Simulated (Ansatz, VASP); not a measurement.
AlN in VASP and in Ansatz

```
CELL_PARAMETERS angstrom
0.00000 2.03528 2.03528
2.03528 0.00000 2.03528
2.03528 2.03528 0.00000
ATOMIC_POSITIONS crystal
Al 0.00000 0.00000 0.00000
N 0.50000 0.50000 0.50000
```

Alike in both runs: functional PBE; k mesh 16 × 16 × 16; occupations fermi-dirac, width 0.1 eV; no spin polarisation.

Ansatz relaxed the structure, and its values are those at the end. VASP's run is a single point on that final structure, the one shown.

|  | VASP | Ansatz |
| --- | --- | --- |
| version | VASP 6.6.1 | Ansatz 0.2.0 |
| potentials or method | VASP PAW PBE potentials, release 64 (Al, N) | PAW with Ansatz's default frozen-core files, scalar-relativistic |
| plane-wave cutoff (eV) | 520 | 420 |
| valence electrons in the cell | 8 | 8 |

|  | VASP | Ansatz | Ansatz less VASP |
| --- | --- | --- | --- |
| pressure (GPa) | -0.3 | 0.0 | +0.27 |

The functional is the same, so the differences come from potentials, cutoffs and numerics.
